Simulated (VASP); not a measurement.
A run of VASP 6.6.1 is set up as follows.

File INCAR:

```
PREC = Accurate
ENCUT = 520
EDIFF = 1E-6
ISMEAR = 0
SIGMA = 0.15
LREAL = F
LASPH = T
NELM = 60
ALGO = Fast
ISIF = 2
LWAVE = F
LCHARG = F
GGA = PS
NBANDS = 13
```

The input KPOINTS:

```
Automatic mesh
0
Gamma
  22 22 22
```

Contents of POSCAR:

```
Mo
1.0
   -1.5710000000      1.5710000000      1.6338400000
    1.5710000000     -1.5710000000      1.6338400000
    1.5710000000      1.5710000000     -1.6338400000
Mo
1
Direct
    0.0000000000      0.0000000000      0.0000000000
```

Potentials or basis: VASP PAW PBE potentials, release 64 (Mo_sv).

The run is started by

```sh
$ cat potpaw_PBE.64/Mo_sv/POTCAR > POTCAR
$ mpirun -np 1 vasp_std > vasp.out
```

(1) Predict the pressure.

(2) Estimate the band gap on the k mesh.

Answers

(1) -12.1 GPa.

(2) zero (band 7 reaches 15.71 eV, above the bottom of band 8 at 10.88 eV).

Caveat: the cell differs from its parent crystal (strain +0.000 along x and y, +0.040 along z); the PAW data sets were made with another functional, which shifts forces and pressure a little.
